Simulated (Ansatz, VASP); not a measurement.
## Sr2VNiO6 in VASP and in Ansatz

```xyz
10
Lattice="0.0000 5.5437 0.0000 5.5437 0.0000 0.0000 2.7718 2.7718 -3.9470" Properties=species:S:1:pos:R:3 pbc="T T T"
O     1.6021    1.2584    0.0000
O     4.2853    1.6021    0.0000
O     3.9415    4.2853    0.0000
O     1.2584    3.9415    0.0000
O     2.7718    2.7718   -1.9340
O     5.5437    5.5437   -2.0130
V     2.7718    2.7718    0.0000
Sr    2.7718    5.5437   -1.9735
Sr    5.5437    2.7718   -1.9735
Ni    0.0000    0.0000    0.0000
```

Alike in both runs: task single point; functional PBE; k mesh 5 × 5 × 5; no spin polarisation.

|  | VASP | Ansatz |
| --- | --- | --- |
| version | VASP 6.6.1 | Ansatz 0.2.0 |
| potentials or method | VASP PAW PBE potentials, release 64 (O, V_sv, Sr_sv, Ni), cutoff 520 eV | PAW plane waves |
| occupations | methfessel-paxton of order 1, width 0.1 eV | cold, width 0.1 eV |
| valence electrons in the cell | 79 | 87 |

|  | VASP | Ansatz | Ansatz less VASP |
| --- | --- | --- | --- |
| gap on the k mesh at the Fermi level (eV) | none | none | - |
| pressure (GPa) | -7.6 | -8.3 | -0.69 |
| traceless stress, the component that is largest in VASP (GPa) | 0.38 | 0.33 | -0.044 |
| rms of the force components (eV/Å) | 0.073 | 0.066 | -0.0069 |

Atom by atom the forces differ by 0.008 eV/Å (rms over components). A gap of «none» marks a metal or a gap that the smearing closes. VASP's potentials hold 79 valence electrons a cell and Ansatz's 87, so a difference there can come from the potentials and not from the codes.
